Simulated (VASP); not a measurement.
# VPt3 (Pm-3m) in VASP: a series of runs, part 2 of 2

VASP 6.6.1. Earlier steps stand in the parts before.

## Step 3: Single point, LDA, collinear spin, ferromagnetic start

INCAR reads:

```
ALGO = Normal
EDIFF = 1E-7
ENCUT = 520
ISIF = 2
ISMEAR = -1
ISPIN = 2
LASPH = True
LCHARG = False
LMAXMIX = 4
LORBIT = 11
LREAL = False
LWAVE = False
MAGMOM = 1.95 0 0 0
NBANDS = 34
NELM = 150
NUPDOWN = 1.95
PREC = Accurate
SIGMA = 0.1
```

KPOINTS reads:

```
k-points
0
Gamma
  7 7 7
```

POSCAR reads:

```
VPt3
1.0
    3.8790000000      0.0000000000      0.0000000000
    0.0000000000      3.8790000000      0.0000000000
    0.0000000000      0.0000000000      3.8790000000
V Pt
1 3
Direct
    0.0000000000      0.0000000000      0.0000000000
    0.0000000000      0.5000000000      0.5000000000
    0.5000000000      0.0000000000      0.5000000000
    0.5000000000      0.5000000000      0.0000000000
```

Potentials or basis: VASP PAW LDA potentials, release 64 (V_sv, Pt).

Run with:

```console
$ cat potpaw_LDA.64/V_sv/POTCAR potpaw_LDA.64/Pt/POTCAR > POTCAR
$ mpirun -np 1 vasp_std > vasp.out
```

It took 89 s on 1 thread of Intel Xeon 6975P-C (Granite Rapids), shared host; peak memory 0.19 GiB.

Results (log left out):

| Quantity | Value |
| --- | --- |
| Free energy | -34.1493 eV |
| Pressure | -6.3 GPa |
| Net moment | 1.95 μB per cell |
| Site moments | V +1.46; Pt +0.12 μB |
| Valence electrons inside the program's atomic spheres | V 11.43; Pt 9.43 |

Caveat: the cell stands under tension; the total moment is fixed, so each spin has its own Fermi level and the state may be an excited one.

## Step 4: Single point, LDA, collinear spin, ferromagnetic start

INCAR reads:

```
SYSTEM = VPt3
PREC = Accurate
ENCUT = 520
EDIFF = 1E-6
ISMEAR = -1
SIGMA = 0.1
LREAL = .FALSE.
LASPH = .TRUE.
NELM = 150
ALGO = Normal
ISIF = 2
LWAVE = .FALSE.
LCHARG = .FALSE.
ISPIN = 2
MAGMOM = 2.6 0 0 0
LORBIT = 11
NUPDOWN = 2.6
LMAXMIX = 4
NBANDS = 34
```

KPOINTS reads:

```
regular mesh
0
G
  7 7 7
  0 0 0
```

POSCAR is that of step 3.

Run with:

```console
$ cat potpaw_LDA.64/V_sv/POTCAR potpaw_LDA.64/Pt/POTCAR > POTCAR
$ mpirun -np 1 vasp_std > vasp.out
```

Run time: 76 s. Hardware: 1 thread of Intel Xeon 6975P-C (Granite Rapids), shared host; peak memory 0.2 GiB.

It converged, with:

- Free energy: -33.9351 eV
- Pressure: -5.4 GPa
- Net moment: 2.60 μB per cell
- Site moments: V +1.63; Pt +0.27 μB
- Valence electrons inside the program's atomic spheres: V 11.45; Pt 9.43

Caveat: the cell stands under tension; the total moment is fixed, so each spin has its own Fermi level and the state may be an excited one.

## Step 5: Single point, LDA, collinear spin, ferromagnetic start

INCAR reads:

```
SYSTEM = VPt3
PREC = Accurate
ENCUT = 520
EDIFF = 1E-6
ISMEAR = -1
SIGMA = 0.1
LREAL = .False.
LASPH = .True.
NELM = 150
ALGO = Normal
ISIF = 2
LWAVE = .False.
LCHARG = .False.
ISPIN = 2
MAGMOM = 0.32 0 0 0
LORBIT = 11
NUPDOWN = 0.32
LMAXMIX = 4
GGA = CA
NBANDS = 34
```

KPOINTS reads:

```
Automatic mesh
0
Gamma
  7 7 7
  0 0 0
```

POSCAR is that of step 4.

Potentials or basis: VASP PAW LDA potentials, release 64 (V_sv, Pt).

Run with:

```console
$ cat potpaw_LDA.64/V_sv/POTCAR potpaw_LDA.64/Pt/POTCAR > POTCAR
$ mpirun -np 1 vasp_std > vasp.out
```

OUTCAR:

```text
SYSTEM = VPt3
   PREC = Accurate
   ENCUT = 520
   EDIFF = 1E-6
   ISMEAR = -1
   LREAL = .False.
   LASPH = .True.
   NELM = 150
   ISIF = 2
   ISPIN = 2
   LORBIT = 11
   NUPDOWN = 0.32
   GGA = CA

 ion  position               nearest neighbor table
   1  0.000  0.000  0.000-   2 2.74   3 2.74   4 2.74   2 2.74   3 2.74   2 2.74   4 2.74   2 2.74
                             3 2.74   4 2.74   3 2.74   4 2.74
   2  0.000  0.500  0.500-   1 2.74   3 2.74   4 2.74   1 2.74   4 2.74   1 2.74   3 2.74   1 2.74
                             3 2.74   4 2.74   4 2.74   3 2.74
   3  0.500  0.000  0.500-   1 2.74   2 2.74   4 2.74   1 2.74   4 2.74   2 2.74   4 2.74   4 2.74
                             1 2.74   2 2.74   1 2.74   2 2.74
   4  0.500  0.500  0.000-   1 2.74   2 2.74   3 2.74   2 2.74   3 2.74   1 2.74   3 2.74   3 2.74
                             1 2.74   2 2.74   2 2.74   1 2.74

  LATTYP: Found a simple cubic cell.
[... 1668 lines left out ...]
 -----------------------------------------------------------------------------------
      0.00000      0.00000      0.00000         0.000000      0.000000      0.000000
      0.00000      1.93950      1.93950         0.000000      0.000000      0.000000
      1.93950      0.00000      1.93950         0.000000      0.000000      0.000000
      1.93950      1.93950      0.00000         0.000000      0.000000      0.000000
 -----------------------------------------------------------------------------------
    total drift:                                0.000000      0.000000     -0.000000

  FREE ENERGIE OF THE ION-ELECTRON SYSTEM (eV)
  ---------------------------------------------------
  free  energy   TOTEN  =       -34.1560484533 eV

  energy  without entropy=      -33.9507352325  energy(sigma->0) =      -34.05339184

 total charge

# of ion       s       p       d       tot
------------------------------------------
    1        2.263   6.188   2.959  11.410
    2        0.698   0.685   8.053   9.436
    3        0.698   0.685   8.053   9.436
    4        0.698   0.685   8.053   9.436
--------------------------------------------------
tot          4.358   8.243  27.118  39.718

 magnetization (x)

# of ion       s       p       d       tot
------------------------------------------
    1        0.003   0.003   0.389   0.395
    2       -0.002  -0.001  -0.033  -0.035
    3       -0.002  -0.001  -0.033  -0.035
    4       -0.002  -0.001  -0.033  -0.035
--------------------------------------------------
tot         -0.003   0.000   0.291   0.289
```

stdout:

```text
POSCAR found type information on POSCAR V Pt
 POSCAR found :  2 types and       4 ions
 scaLAPACK will be used
 LDA part: xc-table for (Slater(with rela. corr.)+CA(PZ))
 , standard interpolation
 POSCAR, INCAR and KPOINTS ok, starting setup
 FFT: planning ... GRIDC
 FFT: planning ... GRID_SOFT
 FFT: planning ... GRID
 WAVECAR not read
 entering main loop
```

Wall time 81 s (1 thread of Intel Xeon 6975P-C (Granite Rapids), shared host); peak memory 0.19 GiB.

Results:

| Item | Value |
| --- | --- |
| Free energy | -34.1560 eV |
| Pressure | -7.5 GPa |
| Net moment | 0.32 μB per cell |
| Site moments | V +0.40; Pt -0.04 μB |
| Valence electrons inside the program's atomic spheres | V 11.41; Pt 9.44 |

Caveat: the cell stands under tension; the total moment is fixed, so each spin has its own Fermi level and the state may be an excited one.

## Step 6: Single point, LDA, collinear spin, ferromagnetic start

INCAR reads:

```
PREC = Accurate ; ENCUT = 520
EDIFF = 1E-6 ; ISMEAR = -1
SIGMA = 0.1 ; LREAL = F
LASPH = T ; NELM = 150
ALGO = Normal ; ISIF = 2
LWAVE = F ; LCHARG = F
ISPIN = 2 ; MAGMOM = 0.97 0 0 0
LORBIT = 11 ; NUPDOWN = 0.97
LMAXMIX = 4 ; NBANDS = 34
```

KPOINTS reads:

```
Automatic mesh
0
Gamma
  7 7 7
```

POSCAR is that of step 5.

Potentials or basis: VASP PAW LDA potentials, release 64 (V_sv, Pt).

Run with:

```console
$ cat potpaw_LDA.64/V_sv/POTCAR potpaw_LDA.64/Pt/POTCAR > POTCAR
$ mpirun -np 1 vasp_std > vasp.out
```

Run time: 83 s. Hardware: 1 thread of Intel Xeon 6975P-C (Granite Rapids), shared host; peak memory 0.19 GiB.

The run converged. Its results:

| Property | Result |
| --- | --- |
| Free energy | -34.2144 eV |
| Pressure | -7.0 GPa |
| Net moment | 0.97 μB per cell |
| Site moments | V +1.07; Pt -0.06 μB |
| Valence electrons inside the program's atomic spheres | V 11.41; Pt 9.44 |

Caveat: the cell stands under tension; the total moment is fixed, so each spin has its own Fermi level and the state may be an excited one.

## Step 7: Summary

| fixed moment (μB) | pressure (GPa) | moment (μB) |
| --- | --- | --- |
| 1.3 | -6.7 | 1.30 |
| 1.95 | -6.3 | 1.95 |
| 2.6 | -5.4 | 2.60 |
| 0.32 | -7.5 | 0.32 |
| 0.97 | -7.0 | 0.97 |

Alike in all rows: task single point; level LDA; potentials or basis VASP PAW LDA potentials, release 64 (V_sv, Pt); spin collinear, ferromagnetic start; cell as given; k mesh 7 × 7 × 7; cutoff (eV) 520; smearing fermi-dirac 0.1 eV.

Caveats: the cell stands under tension; the total moment is fixed, so each spin has its own Fermi level and the state may be an excited one.

Absolute energies hang on the potentials; compare differences alone.
